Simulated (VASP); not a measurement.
# MgO (Fm-3m) in VASP: further runs

The runs below take MgO through single point, with r2SCAN.

All numbers are computed with VASP 6.6.1; they aren't measurements. Logs are shortened: lines on timing, memory, paths and dates and some standing lists are left out, and cuts for length are marked.

### 1 The cell of the first run

It takes space group Fm-3m (No. 225, cubic). The conventional cell has a = 4.204 Å, b = 4.204 Å, c = 4.204 Å, α = 90.00°, β = 90.00°, γ = 90.00°. Within 2.8 Å of Mg (site symmetry m-3m) lie 6 O at 2.10 Å. Within 2.8 Å of O (site symmetry m-3m) lie 6 Mg at 2.10 Å.

### 2 Single point, r2SCAN

POSCAR reads:

```
MgO
1.0
    0.0000000000      2.1021665416      2.1021665416
    2.1021665416      0.0000000000      2.1021665416
    2.1021665416      2.1021665416      0.0000000000
Mg O
1 1
Direct
    0.0000000000      0.0000000000      0.0000000000
    0.5000000000      0.5000000000      0.5000000000
```

INCAR.step1 reads:

```
SYSTEM = MgO
PREC = Accurate
ENCUT = 520
ISMEAR = -1
SIGMA = 0.1
LREAL = .False.
LASPH = .True.
NELM = 80
NBANDS = 11
GGA = PE
ALGO = Normal
EDIFF = 1E-4
LWAVE = .True.
LCHARG = .False.
```

INCAR.step2 reads:

```
SYSTEM = MgO
PREC = Accurate
ENCUT = 520
EDIFF = 1E-7
ISMEAR = -1
SIGMA = 0.1
LREAL = .False.
LASPH = .True.
NELM = 80
ALGO = Normal
ISIF = 2
LWAVE = .False.
LCHARG = .True.
METAGGA = R2SCAN
LMIXTAU = .True.
LELF = .True.
LVHAR = .True.
NBANDS = 11
ISTART = 1
```

KPOINTS reads:

```
regular mesh
0
Gamma
  20 20 20
  0 0 0
```

Potentials or basis: VASP PAW PBE potentials, release 64 (Mg, O).

Started as:

```bash
$ cat potpaw_PBE.64/Mg/POTCAR potpaw_PBE.64/O/POTCAR > POTCAR
$ cp INCAR.step1 INCAR
$ mpirun -np 1 vasp_std > vasp.out
$ cp INCAR.step2 INCAR
$ mpirun -np 1 vasp_std > vasp.out
```

OUTCAR:

```text
SYSTEM = MgO
   PREC = Accurate
   ENCUT = 520
   EDIFF = 1E-7
   ISMEAR = -1
   LREAL = .False.
   LASPH = .True.
   NELM = 80
   ISIF = 2
   METAGGA = R2SCAN
   ISTART = 1

 ion  position               nearest neighbor table
   1  0.000  0.000  0.000-   2 2.10   2 2.10   2 2.10   2 2.10   2 2.10   2 2.10
   2  0.500  0.500  0.500-   1 2.10   1 2.10   1 2.10   1 2.10   1 2.10   1 2.10

  LATTYP: Found a face centered cubic cell.
 ALAT       =     4.2043330832

  Lattice vectors:

 A1 = (   0.0000000000,   2.1021665416,   2.1021665416)
 A2 = (   2.1021665416,   0.0000000000,   2.1021665416)
 A3 = (   2.1021665416,   2.1021665416,   0.0000000000)

Analysis of symmetry for initial positions (statically):
=====================================================================
 Subroutine PRICEL returns:
 Original cell was already a primitive cell.

 Routine SETGRP: Setting up the symmetry group for a
 face centered cubic supercell.

 Subroutine GETGRP returns: Found 48 space group operations
 (whereof 48 operations were pure point group operations)
 out of a pool of 48 trial point group operations.

The static configuration has the point symmetry O_h .

Analysis of symmetry for dynamics (positions and initial velocities):
=====================================================================
 Subroutine PRICEL returns:
 Original cell was already a primitive cell.

 Routine SETGRP: Setting up the symmetry group for a
 face centered cubic supercell.

 Subroutine GETGRP returns: Found 48 space group operations
 (whereof 48 operations were pure point group operations)
 out of a pool of 48 trial point group operations.

The dynamic configuration has the point symmetry O_h .

 Subroutine INISYM returns: Found 48 space group operations
 (whereof 48 operations are pure point group operations),
 and found     1 'primitive' translations

----------------------------------------------------------------------------------------

                                     Primitive cell

  volume of cell :      18.5794

  direct lattice vectors                    reciprocal lattice vectors
     0.000000000  2.102166542  2.102166542    -0.237849852  0.237849852  0.237849852
     2.102166542  0.000000000  2.102166542     0.237849852 -0.237849852  0.237849852
     2.102166542  2.102166542  0.000000000     0.237849852  0.237849852 -0.237849852

  length of vectors
     2.972912433  2.972912433  2.972912433     0.411968028  0.411968028  0.411968028

  position of ions in fractional coordinates (direct lattice)
     0.000000000  0.000000000  0.000000000
     0.500000000  0.500000000  0.500000000

  ion indices of the primitive-cell ions
   primitive index   ion index
                 1           1
                 2           2

----------------------------------------------------------------------------------------

 KPOINTS: regular mesh

Automatic generation of k-mesh.
 Grid dimensions read from file:
 generate k-points for:   20   20   20

 Generating k-lattice:

  Cartesian coordinates                     Fractional coordinates (reciprocal lattice)
    -0.011892493  0.011892493  0.011892493     0.050000000  0.000000000  0.000000000
     0.011892493 -0.011892493  0.011892493     0.000000000  0.050000000  0.000000000
     0.011892493  0.011892493 -0.011892493     0.000000000  0.000000000  0.050000000

  Length of vectors
     0.020598401  0.020598401  0.020598401

  Shift w.r.t. Gamma in fractional coordinates (k-lattice)
     0.000000000  0.000000000  0.000000000

 Subroutine IBZKPT returns following result:
 ===========================================

 Found    256 irreducible k-points:

 Following reciprocal coordinates:
            Coordinates               Weight
  0.000000  0.000000  0.000000      1.000000
  0.050000  0.000000  0.000000      8.000000
  0.100000  0.000000  0.000000      8.000000
  0.150000  0.000000  0.000000      8.000000
  0.200000  0.000000  0.000000      8.000000
  0.250000  0.000000  0.000000      8.000000
[... 16 lines left out ...]
 -0.400000  0.050000  0.000000     24.000000
 -0.350000  0.050000  0.000000     24.000000
 [... further k-points ...]
   k-points           NKPTS =    256   k-points in BZ     NKDIM =    256   number of bands    NBANDS=     11
   number of dos      NEDOS =    301   number of ions     NIONS =      2
   total plane-waves  NPLWV =  13824
   dimension x,y,z NGX =    24 NGY =   24 NGZ =   24
   dimension x,y,z NGXF=    48 NGYF=   48 NGZF=   48
   ions per type =               1   1
   NGX,Y,Z   is equivalent  to a cutoff of  13.42, 13.42, 13.42 a.u.
   NGXF,Y,Z  is equivalent  to a cutoff of  26.84, 26.84, 26.84 a.u.
 SYSTEM =  MgO
   PREC   = accura    normal or accurate (medium, high low for compatibility)
   ISTART =      1    job   : 0-new  1-cont  2-samecut
   ICHARG =      0    charge: 1-file 2-atom 10-const
   ISPIN  =      1    spin polarized calculation?
   LNONCOLLINEAR =      F non collinear calculations
   LSORBIT =      F    spin-orbit coupling
   LASPH  =      T    aspherical Exc in radial PAW
   ENCUT  =  520.0 eV  38.22 Ry    6.18 a.u.   5.53  5.53  5.53*2*pi/ulx,y,z
   NELM   =     80;   NELMIN=  2; NELMDL=  0     # of ELM steps
   EDIFF  = 0.1E-06   stopping-criterion for ELM
   LREAL  =      F    real-space projection
   EDIFFG = 0.1E-05   stopping-criterion for IOM
   NSW    =      0    number of steps for IOM
   IBRION =     -1    ionic relax: 0-MD 1-quasi-New 2-CG
   NFREE  =      0    steps in history (QN), initial steepest desc. (CG)
   ISIF   =      2    stress and relaxation
   ISYM   =      2    0-nonsym 1-usesym 2-fastsym
   POTIM  = 0.5000    time-step for ionic-motion
   TEBEG  =    0.0;   TEEND  =   0.0 temperature during run
   PSTRESS=    0.0 pullay stress
   NELECT =       8.0000    total number of electrons
   NUPDOWN=      -1.0000    fix difference up-down
   EMIN   =  10.00;   EMAX   =-10.00  energy-range for DOS
   EFERMI =   0.00;   METHOD = LEGACY
   ISMEAR =    -1;   SIGMA  =   0.10  broadening in eV -4-tet -1-fermi 0-gaus
   EFERMI_NEDOS =   21; number of points for ismear=-14 and -15
   IALGO  =     38    algorithm
   IMIX   =      4    mixing-type and parameters
     AMIX     =   0.40;   BMIX     =  1.00
     AMIX_MAG =   1.60;   BMIX_MAG =  1.00
  volume/ion in A,a.u.               =       9.29        62.69
  Fermi-wavevector in a.u.,A,eV,Ry     =   1.236216  2.336110 20.792833  1.528230
  Thomas-Fermi vector in A             =   2.370834
   LORBIT       =      0    0 simple, 1 ext, 2 COOP (PROOUT), +10 PAW based schemes
   METAGGA = R2SCAN    functional components
   LHFCALC =     F    Hartree Fock is set to
   AEXX    =    0.0000 exact exchange contribution
   IVDW    =     0    specifies the selected vdW correction
   LEPSILON=     F    determine dielectric tensor
   LRPA    =     F    only Hartree local field effects (RPA)
 non-spin polarized calculation
  energy-cutoff  :      520.00
  volume of cell :       18.58
 maximum number of plane-waves:       531
 NGX is ok and might be reduce to    24
   NGX = 11   NGY = 11   NGZ = 11

 number of electron       8.0000004 magnetization

 Free energy of the ion-electron system (eV)
  ---------------------------------------------------
  ext. energy  EPLUGINS =         0.00000000
  ---------------------------------------------------
  free energy    TOTEN  =       -16.16111546 eV

  energy without entropy =      -16.16111546  energy(sigma->0) =      -16.16111546

 E-fermi :   4.9069     XC(G=0): -11.6234

 val. band max:        2.8163269920   @ k =   0.0000   0.0000   0.0000
 cond. band min:       8.4762648445   @ k =   0.0000   0.0000   0.0000
 fundamental gap:      5.6599378526
 Fermi energy:         4.9069010449

 k-point     1 :       0.0000    0.0000    0.0000
  band No.  band energies     occupation
      1     -15.4125      2.00000
      2       2.8163      2.00000
      3       2.8163      2.00000
      4       2.8163      2.00000
      5       8.4763      0.00000
      6      19.6822      0.00000
      7      19.6822      0.00000
      8      19.6822      0.00000
      9      23.8433      0.00000
     10      25.6170      0.00000
     11      25.6170      0.00000

 k-point     2 :       0.0500    0.0000    0.0000
  band No.  band energies     occupation
      1     -15.3859      2.00000
      2       2.6438      2.00000
      3       2.7983      2.00000
      4       2.7983      2.00000
      5       8.6458      0.00000
      6      19.2710      0.00000
      7      19.7492      0.00000
      8      19.7492      0.00000
      9      24.3911      0.00000
     10      25.3850      0.00000
     11      25.3850      0.00000

 k-point     3 :       0.1000    0.0000    0.0000
  band No.  band energies     occupation
      1     -15.3075      2.00000
      2       2.1863      2.00000
      3       2.7463      2.00000
      4       2.7463      2.00000
      5       9.0911      0.00000
      6      18.4387      0.00000
      7      19.9369      0.00000
      8      19.9369      0.00000
      9      24.9059      0.00000
     10      24.9059      0.00000
     11      25.5458      0.00000

 k-point     4 :       0.1500    0.0000    0.0000
  band No.  band energies     occupation
      1     -15.1825      2.00000
      2       1.5605      2.00000
      3       2.6667      2.00000
      4       2.6667      2.00000
      5       9.6838      0.00000
      6      17.6046      0.00000
      7      20.2013      0.00000
      8      20.2013      0.00000
      9      24.4583      0.00000
     10      24.4583      0.00000
     11      26.4774      0.00000
[... 239 lines left out ...]
 k-point    22 :      -0.4500    0.0500    0.0000
  band No.  band energies     occupation
      1     -14.1572      2.00000
      2      -1.7432      2.00000
      3       2.0401      2.00000
      4       2.1378      2.00000
      5      11.7756      0.00000
      6      16.6322      0.00000
      7      19.9955      0.00000
      8      20.3796      0.00000
      9      25.6987      0.00000
     10      26.5990      0.00000
     11      26.6750      0.00000

 k-point    23 :      -0.4000    0.0500    0.0000
  band No.  band energies     occupation
      1     -14.2385      2.00000
      2      -1.5351      2.00000
      3       2.0636      2.00000
      4       2.1861      2.00000
      5      11.7518      0.00000
      6      16.4961      0.00000
      7      20.0710      0.00000
      8      20.4513      0.00000
      9      25.8115      0.00000
     10      25.9053      0.00000
     11      26.4638      0.00000

 k-point    24 :      -0.3500    0.0500    0.0000
  band No.  band energies     occupation
      1     -14.3772      2.00000
      2      -1.1656      2.00000
      3       2.1182      2.00000
      4       2.2599      2.00000
      5      11.6706      0.00000
      6      16.3209      0.00000
      7      20.1931      0.00000
      8      20.5727      0.00000
      9      25.0681      0.00000
     10      25.9032      0.00000
     11      26.1034      0.00000

 [... further k-points ...]

------------------------ aborting loop because EDIFF is reached ----------------------------------------

  FORCE on cell =-STRESS in cart. coord.  units (eV):
  Direction    XX          YY          ZZ          XY          YZ          ZX
  --------------------------------------------------------------------------------------
  -------------------------------------------------------------------------------------
  Total       -0.1319443     -0.1319443     -0.1319443      0.0000000     -0.0000000      0.0000000
  in kB      -11.3780989    -11.3780989    -11.3780989      0.0000000     -0.0000000      0.0000000
  external PRESSURE =     -11.3780989 kB  Pullay stress =       0.0000000 kB

 VOLUME and BASIS-vectors are now :
 -----------------------------------------------------------------------------
  energy-cutoff  :      520.00
  volume of cell :       18.58
      direct lattice vectors                 reciprocal lattice vectors
     0.000000000  2.102166542  2.102166542    -0.237849852  0.237849852  0.237849852
     2.102166542  0.000000000  2.102166542     0.237849852 -0.237849852  0.237849852
     2.102166542  2.102166542  0.000000000     0.237849852  0.237849852 -0.237849852

 POSITION                                       TOTAL-FORCE (eV/Angst)
 -----------------------------------------------------------------------------------
      0.00000      0.00000      0.00000         0.000000      0.000000     -0.000000
      2.10217      2.10217      2.10217        -0.000000     -0.000000      0.000000
 -----------------------------------------------------------------------------------
    total drift:                               -0.000000     -0.000000      0.000000

  FREE ENERGIE OF THE ION-ELECTRON SYSTEM (eV)
  ---------------------------------------------------
  free  energy   TOTEN  =       -16.1611154590 eV

  energy  without entropy=      -16.1611154589  energy(sigma->0) =      -16.16111546
```

Run time: 2.2 min. Hardware: 1 thread of Intel Xeon Platinum 8488C (Sapphire Rapids), shared host; peak memory 0.19 GiB.

Results:

```yaml
Free_energy: -16.1611 eV
Pressure: -1.1 GPa
Band_gap_on_the_k_mesh: 5.66 eV, direct
```

Caveat: the PAW data sets were made with another functional, which shifts forces and pressure a little.

(Continued in part 2 of 2.)
